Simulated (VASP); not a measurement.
AlGa3N4 (sol):

```
Al Ga N
1.0
     0.00000   -2.23500   -2.23500
     2.23500    4.47000   -2.23500
     4.47000   -2.23500    2.23500
Al Ga N
1 3 4
Direct
  0.75000 0.50000 0.25000
  0.50000 0.00000 0.50000
  0.25000 0.50000 0.75000
  0.00000 0.00000 0.00000
  0.81250 0.62500 0.93750
  0.56250 0.12500 0.18750
  0.31250 0.62500 0.43750
  0.06250 0.12500 0.68750
```

```yaml
Program: VASP 6.6.1
Task: relaxation of cell and atoms
Functional: PBEsol
Potentials_or_basis: VASP PAW PBE potentials, release 64 (Al, Ga_d, N)
Cutoff: 600 eV
k_mesh: 6 × 6 × 4
Occupations: gaussian, width 0.1 eV
Spin: no spin polarisation
```

At the start: pressure -0.3 GPa; volume 11.16 Å³/atom.

**Question.** Where does the relaxation end?

**Answer.** Over 6 steps the energy falls by 8.1 meV/atom and the volume is 11.13 Å³/atom (-0.3 %); space group Cm (No. 8, to 0.05 Å).

Step by step:
| step | energy change (eV) | largest force (eV/Å) | pressure (GPa) | volume (Å³) |
| --- | --- | --- | --- | --- |
| 1 | 0.0000 | 1.0365 | -0.34 | 89.31 |
| 2 | -0.0606 | 0.2724 | 0.06 | 89.01 |
| 3 | -0.0609 | 0.2580 | 0.02 | 89.03 |
| 4 | -0.0647 | 0.0672 | 0.00 | 89.02 |
| 5 | -0.0647 | 0.0667 | 0.00 | 89.02 |
| 6 | -0.0651 | 0.0241 | -0.01 | 89.02 |

Final structure:
```cif
data_structure
_symmetry_space_group_name_H-M 'P 1'
_symmetry_Int_Tables_number 1
_cell_length_a 3.1589
_cell_length_b 5.4688
_cell_length_c 5.4666
_cell_angle_alpha 99.626
_cell_angle_beta 90.000
_cell_angle_gamma 106.787
_cell_volume 89.02
loop_
_atom_site_label
_atom_site_type_symbol
_atom_site_fract_x
_atom_site_fract_y
_atom_site_fract_z
_atom_site_occupancy
Al1 Al 0.75011 0.50023 0.25068 1
Ga1 Ga 0.49915 0.99830 0.49788 1
Ga2 Ga 0.25035 0.50071 0.74968 1
Ga3 Ga 0.00052 0.00105 0.00195 1
N1 N 0.81167 0.62334 0.94441 1
N2 N 0.56690 0.13380 0.18898 1
N3 N 0.30964 0.61928 0.42924 1
N4 N 0.06165 0.12329 0.68718 1
```

Caveat: the PAW data sets were made with another functional, which shifts forces and pressure a little; the relaxation stopped at a loose force limit of 0.05 eV/Å, so its end isn't a converged minimum.
